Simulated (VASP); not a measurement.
# Os (R-3m) in VASP: further runs

Runs on Os. Level: PBE. Tasks: single point.

Everything below comes from runs of VASP 6.6.1. Logs are shortened: lines on timing, memory, paths and dates and some standing lists are left out, and cuts for length are marked.

### 1 The cell of the first run

It takes space group R-3m (No. 166, trigonal). The conventional cell has a = 6.252 Å, b = 6.252 Å, c = 15.992 Å, α = 90.00°, β = 90.00°, γ = 120.00°. Within 2.8 Å of Os (site symmetry m) lie 6 Os at 2.12 to 2.30 Å. Os (site symmetry m) has 7 Os at 2.27 to 2.56 Å within 3.0 Å.

### 2 Single point, PBE

INCAR reads:

```
SYSTEM = Os
PREC = Accurate ; ENCUT = 520
EDIFF = 1E-7 ; ISMEAR = 0
SIGMA = 0.1 ; LREAL = .FALSE.
LASPH = .TRUE. ; NELM = 100
ALGO = Normal ; ISIF = 2
LWAVE = .FALSE. ; LCHARG = .FALSE.
GGA = PE ; NBANDS = 60
```

KPOINTS reads:

```
regular mesh
0
G
  6 6 6
  0 0 0
```

POSCAR reads:

```
Os
1.0
    3.1258503540      1.8047105434      5.3308319516
   -3.1258503540      1.8047105434      5.3308319516
    0.0000000000     -3.6094210866      5.3308319516
Os
12
Direct
    0.0101900000      0.6536100000      0.0101900000
    0.0101900000      0.0101900000      0.6536100000
    0.6536100000      0.0101900000      0.0101900000
    0.9898100000      0.3463900000      0.9898100000
    0.3463900000      0.9898100000      0.9898100000
    0.9898100000      0.9898100000      0.3463900000
    0.2211800000      0.6306000000      0.2211800000
    0.2211800000      0.2211800000      0.6306000000
    0.6306000000      0.2211800000      0.2211800000
    0.7788200000      0.3694000000      0.7788200000
    0.3694000000      0.7788200000      0.7788200000
    0.7788200000      0.7788200000      0.3694000000
```

Potentials or basis: VASP PAW PBE potentials, release 64 (Os).

The run is started by

```bash
cat potpaw_PBE.64/Os/POTCAR > POTCAR
mpirun -np 1 vasp_std > vasp.out
```

OUTCAR:

```text
SYSTEM = Os
   PREC = Accurate
   ENCUT = 520
   EDIFF = 1E-7
   ISMEAR = 0
   LREAL = .FALSE.
   LASPH = .TRUE.
   NELM = 100
   ISIF = 2
   GGA = PE

 ion  position               nearest neighbor table
   1  0.010  0.654  0.010-   4 2.12   3 2.23   2 2.23   7 2.29  12 2.30  11 2.30
   2  0.010  0.010  0.654-   6 2.12   3 2.23   1 2.23   8 2.29  10 2.30  11 2.30
   3  0.654  0.010  0.010-   5 2.12   1 2.23   2 2.23   9 2.29  12 2.30  10 2.30
   4  0.990  0.346  0.990-   1 2.12   5 2.23   6 2.23  10 2.29   8 2.30   9 2.30
   5  0.346  0.990  0.990-   3 2.12   4 2.23   6 2.23  11 2.29   8 2.30   7 2.30
   6  0.990  0.990  0.346-   2 2.12   4 2.23   5 2.23  12 2.29   9 2.30   7 2.30
   7  0.221  0.631  0.221-  11 2.27  12 2.27   1 2.29   6 2.30   5 2.30   9 2.56   8 2.56
   8  0.221  0.221  0.631-  10 2.27  11 2.27   2 2.29   4 2.30   5 2.30   7 2.56   9 2.56
   9  0.631  0.221  0.221-  10 2.27  12 2.27   3 2.29   6 2.30   4 2.30   7 2.56   8 2.56
  10  0.779  0.369  0.779-   9 2.27   8 2.27   4 2.29   2 2.30   3 2.30  11 2.56  12 2.56
  11  0.369  0.779  0.779-   7 2.27   8 2.27   5 2.29   2 2.30   1 2.30  10 2.56  12 2.56
  12  0.779  0.779  0.369-   7 2.27   9 2.27   6 2.29   3 2.30   1 2.30  10 2.56  11 2.56

  LATTYP: Found a trigonal (rhomboedric) cell.
 ALAT       =     6.4378327003
 COS(alpha) =     0.5284942553

  Lattice vectors:

 A1 = (   3.1258503540,   1.8047105434,   5.3308319516)
 A2 = (  -3.1258503540,   1.8047105434,   5.3308319516)
 A3 = (   0.0000000000,  -3.6094210866,   5.3308319516)

Analysis of symmetry for initial positions (statically):
=====================================================================
 Subroutine PRICEL returns:
 Original cell was already a primitive cell.

 Routine SETGRP: Setting up the symmetry group for a
 trigonal (rhombohedral) supercell.

 Subroutine GETGRP returns: Found 12 space group operations
 (whereof 12 operations were pure point group operations)
 out of a pool of 12 trial point group operations.

The static configuration has the point symmetry D_3d.

Analysis of symmetry for dynamics (positions and initial velocities):
=====================================================================
 Subroutine PRICEL returns:
 Original cell was already a primitive cell.

 Routine SETGRP: Setting up the symmetry group for a
 trigonal (rhombohedral) supercell.

 Subroutine GETGRP returns: Found 12 space group operations
 (whereof 12 operations were pure point group operations)
 out of a pool of 12 trial point group operations.

The dynamic configuration has the point symmetry D_3d.

 Subroutine INISYM returns: Found 12 space group operations
 (whereof 12 operations are pure point group operations),
 and found     1 'primitive' translations

----------------------------------------------------------------------------------------

                                     Primitive cell

  volume of cell :     180.4355

  direct lattice vectors                    reciprocal lattice vectors
     3.125850354  1.804710543  5.330831952     0.159956474  0.092350913  0.062529327
    -3.125850354  1.804710543  5.330831952    -0.159956474  0.092350913  0.062529327
     0.000000000 -3.609421087  5.330831952     0.000000000 -0.184701826  0.062529327

  length of vectors
     6.437832700  6.437832700  6.437832700     0.194999183  0.194999183  0.194999183

  position of ions in fractional coordinates (direct lattice)
     0.010190000  0.653610000  0.010190000
     0.010190000  0.010190000  0.653610000
     0.653610000  0.010190000  0.010190000
     0.989810000  0.346390000  0.989810000
     0.346390000  0.989810000  0.989810000
     0.989810000  0.989810000  0.346390000
     0.221180000  0.630600000  0.221180000
     0.221180000  0.221180000  0.630600000
     0.630600000  0.221180000  0.221180000
     0.778820000  0.369400000  0.778820000
     0.369400000  0.778820000  0.778820000
     0.778820000  0.778820000  0.369400000

  ion indices of the primitive-cell ions
   primitive index   ion index
                 1           1
                 2           2
                 3           3
                 4           4
                 5           5
                 6           6
                 7           7
                 8           8
                 9           9
                10          10
                11          11
                12          12

----------------------------------------------------------------------------------------

 KPOINTS: regular mesh

Automatic generation of k-mesh.
 Grid dimensions read from file:
 generate k-points for:    6    6    6

 Generating k-lattice:

  Cartesian coordinates                     Fractional coordinates (reciprocal lattice)
     0.026659412  0.015391819  0.010421554     0.166666667 -0.000000000  0.000000000
    -0.026659412  0.015391819  0.010421554    -0.000000000  0.166666667  0.000000000
     0.000000000 -0.030783638  0.010421554    -0.000000000 -0.000000000  0.166666667

  Length of vectors
     0.032499864  0.032499864  0.032499864

  Shift w.r.t. Gamma in fractional coordinates (k-lattice)
     0.000000000  0.000000000  0.000000000

 Subroutine IBZKPT returns following result:
 ===========================================

 Found     32 irreducible k-points:

 Following reciprocal coordinates:
            Coordinates               Weight
  0.000000  0.000000  0.000000      1.000000
  0.166667 -0.000000  0.000000      6.000000
  0.333333 -0.000000  0.000000      6.000000
  0.500000 -0.000000  0.000000      3.000000
  0.166667  0.166667 -0.000000      6.000000
  0.333333  0.166667  0.000000     12.000000
[... 16 lines left out ...]
  0.500000  0.500000  0.166667      6.000000
 -0.333333  0.500000  0.166667     12.000000
 [... further k-points ...]
   k-points           NKPTS =     32   k-points in BZ     NKDIM =     32   number of bands    NBANDS=     60
   number of dos      NEDOS =    301   number of ions     NIONS =     12
   total plane-waves  NPLWV = 110592
   dimension x,y,z NGX =    48 NGY =   48 NGZ =   48
   dimension x,y,z NGXF=    96 NGYF=   96 NGZF=   96
   ions per type =              12
   NGX,Y,Z   is equivalent  to a cutoff of  12.40, 12.40, 12.40 a.u.
   NGXF,Y,Z  is equivalent  to a cutoff of  24.79, 24.79, 24.79 a.u.
 SYSTEM =  Os
   PREC   = accura    normal or accurate (medium, high low for compatibility)
   ISTART =      0    job   : 0-new  1-cont  2-samecut
   ICHARG =      2    charge: 1-file 2-atom 10-const
   ISPIN  =      1    spin polarized calculation?
   LNONCOLLINEAR =      F non collinear calculations
   LSORBIT =      F    spin-orbit coupling
   LASPH  =      T    aspherical Exc in radial PAW
   ENCUT  =  520.0 eV  38.22 Ry    6.18 a.u.  11.97 11.97 11.97*2*pi/ulx,y,z
   NELM   =    100;   NELMIN=  2; NELMDL= -5     # of ELM steps
   EDIFF  = 0.1E-06   stopping-criterion for ELM
   LREAL  =      F    real-space projection
   EDIFFG = 0.1E-05   stopping-criterion for IOM
   NSW    =      0    number of steps for IOM
   IBRION =     -1    ionic relax: 0-MD 1-quasi-New 2-CG
   NFREE  =      0    steps in history (QN), initial steepest desc. (CG)
   ISIF   =      2    stress and relaxation
   ISYM   =      2    0-nonsym 1-usesym 2-fastsym
   POTIM  = 0.5000    time-step for ionic-motion
   TEBEG  =    0.0;   TEEND  =   0.0 temperature during run
   PSTRESS=    0.0 pullay stress
   NELECT =      96.0000    total number of electrons
   NUPDOWN=      -1.0000    fix difference up-down
   EMIN   =  10.00;   EMAX   =-10.00  energy-range for DOS
   EFERMI =   0.00;   METHOD = LEGACY
   ISMEAR =     0;   SIGMA  =   0.10  broadening in eV -4-tet -1-fermi 0-gaus
   EFERMI_NEDOS =   21; number of points for ismear=-14 and -15
   IALGO  =     38    algorithm
   IMIX   =      4    mixing-type and parameters
     AMIX     =   0.40;   BMIX     =  1.00
     AMIX_MAG =   1.60;   BMIX_MAG =  1.00
  volume/ion in A,a.u.               =      15.04       101.47
  Fermi-wavevector in a.u.,A,eV,Ry     =   1.326553  2.506822 23.942752  1.759743
  Thomas-Fermi vector in A             =   2.455931
   LORBIT       =      0    0 simple, 1 ext, 2 COOP (PROOUT), +10 PAW based schemes
   GGA     = PE    functional components
   LHFCALC =     F    Hartree Fock is set to
   AEXX    =    0.0000 exact exchange contribution
   IVDW    =     0    specifies the selected vdW correction
   LEPSILON=     F    determine dielectric tensor
   LRPA    =     F    only Hartree local field effects (RPA)
 non-spin polarized calculation
 Gauss-broadening in eV      SIGMA  =   0.10
  energy-cutoff  :      520.00
  volume of cell :      180.44
 maximum number of plane-waves:      4882
   NGX = 23   NGY = 23   NGZ = 23

 number of electron      96.0000001 magnetization

 Free energy of the ion-electron system (eV)
  ---------------------------------------------------
  ext. energy  EPLUGINS =         0.00000000
  ---------------------------------------------------
  free energy    TOTEN  =       -96.19105682 eV

  energy without entropy =      -96.15624783  energy(sigma->0) =      -96.17365232

 E-fermi :   8.6993     XC(G=0): -13.0307

 val. band max:        8.6870876558   @ k =  -0.3333  -0.3333   0.1667
 cond. band min:       8.7123613504   @ k =  -0.3333  -0.3333   0.1667
 fundamental gap:      0.0252736946
 Fermi energy:         8.6993186681

 k-point     1 :       0.0000    0.0000    0.0000
  band No.  band energies     occupation
      1      -2.7636      2.00000
      2      -1.0660      2.00000
      3       0.0105      2.00000
      4       0.7779      2.00000
      5       0.7779      2.00000
      6       0.8318      2.00000
[... 52 lines left out ...]
     59      11.6853      0.00000
     60      11.6854      0.00000

 k-point     2 :       0.1667   -0.0000    0.0000
  band No.  band energies     occupation
      1      -2.5757      2.00000
      2      -0.8909      2.00000
      3       0.0912      2.00000
      4       0.6780      2.00000
      5       0.7330      2.00000
      6       0.7915      2.00000
[... 1375 lines left out ...]
     59      11.7468      0.00000
     60      11.9221      0.00000

 k-point    24 :      -0.3333    0.5000    0.1667
  band No.  band energies     occupation
      1      -1.2314      2.00000
      2       0.0808      2.00000
      3       0.0998      2.00000
      4       0.2873      2.00000
      5       0.4324      2.00000
      6       0.5677      2.00000
[... 52 lines left out ...]
     59      11.9199      0.00000
     60      12.1532      0.00000

 [... further k-points ...]
[... 5 lines left out ...]
  --------------------------------------------------------------------------------------
  -------------------------------------------------------------------------------------
  Total      168.0626824    168.0626824    174.2653664      0.0000000      0.0000000      0.0000000
  in kB     1492.3128976   1492.3128976   1547.3896416      0.0000000      0.0000000      0.0000000
  external PRESSURE =    1510.6718123 kB  Pullay stress =       0.0000000 kB

 VOLUME and BASIS-vectors are now :
 -----------------------------------------------------------------------------
  energy-cutoff  :      520.00
  volume of cell :      180.44
      direct lattice vectors                 reciprocal lattice vectors
     3.125850354  1.804710543  5.330831952     0.159956474  0.092350913  0.062529327
    -3.125850354  1.804710543  5.330831952    -0.159956474  0.092350913  0.062529327
     0.000000000 -3.609421087  5.330831952     0.000000000 -0.184701826  0.062529327

 POSITION                                       TOTAL-FORCE (eV/Angst)
 -----------------------------------------------------------------------------------
     -2.01123      1.16119      3.59293         7.302128     -4.215885     -5.721701
      0.00000     -2.32237      3.59293         0.000000      8.431771     -5.721701
      2.01123      1.16119      3.59293        -7.302128     -4.215885     -5.721701
      2.01123     -1.16119     12.39957        -7.302128      4.215885      5.721701
     -2.01123     -1.16119     12.39957         7.302128      4.215885      5.721701
      0.00000      2.32237     12.39957         0.000000     -8.431771      5.721701
     -1.27979      0.73888      5.71977        12.263095     -7.080101      2.880199
      0.00000     -1.47777      5.71977         0.000000     14.160202      2.880199
      1.27979      0.73888      5.71977       -12.263095     -7.080101      2.880199
      1.27979     -0.73888     10.27273       -12.263095      7.080101     -2.880199
     -1.27979     -0.73888     10.27273        12.263095      7.080101     -2.880199
      0.00000      1.47777     10.27273         0.000000    -14.160202     -2.880199
 -----------------------------------------------------------------------------------
    total drift:                               -0.000000     -0.000000     -0.000000

  FREE ENERGIE OF THE ION-ELECTRON SYSTEM (eV)
  ---------------------------------------------------
  free  energy   TOTEN  =       -96.1910568175 eV

  energy  without entropy=      -96.1562478298  energy(sigma->0) =      -96.17365232
```

Run time: 4.8 min. Hardware: 1 thread of Intel Xeon 6975P-C (Granite Rapids), shared host; peak memory 0.44 GiB.

What came out:

| Quantity | Value |
| --- | --- |
| Free energy | -96.1911 eV |
| Pressure | 151.1 GPa |
| Largest force | 14.450 eV/Å |
| Band gap on the k mesh | zero (band 48 reaches 8.89 eV, above the bottom of band 49 at 8.54 eV) |

Forces on the atoms (eV/Å):
```
Os    7.302  -4.216  -5.722
Os    0.000   8.432  -5.722
Os   -7.302  -4.216  -5.722
Os   -7.302   4.216   5.722
Os    7.302   4.216   5.722
Os    0.000  -8.432   5.722
Os   12.263  -7.080   2.880
Os    0.000  14.160   2.880
Os  -12.263  -7.080   2.880
Os  -12.263   7.080  -2.880
Os   12.263   7.080  -2.880
Os    0.000 -14.160  -2.880
```

Stress tensor (GPa, compression positive):
```
149.23   0.00   0.00
  0.00 149.23   0.00
  0.00   0.00 154.74
```

Caveat: spin-orbit coupling is left out, which moves the levels of the heavy elements; forces of over 1 eV/Å act on the atoms, so gaps and moduli don't describe the material at rest.

[end of part 1 of 2]
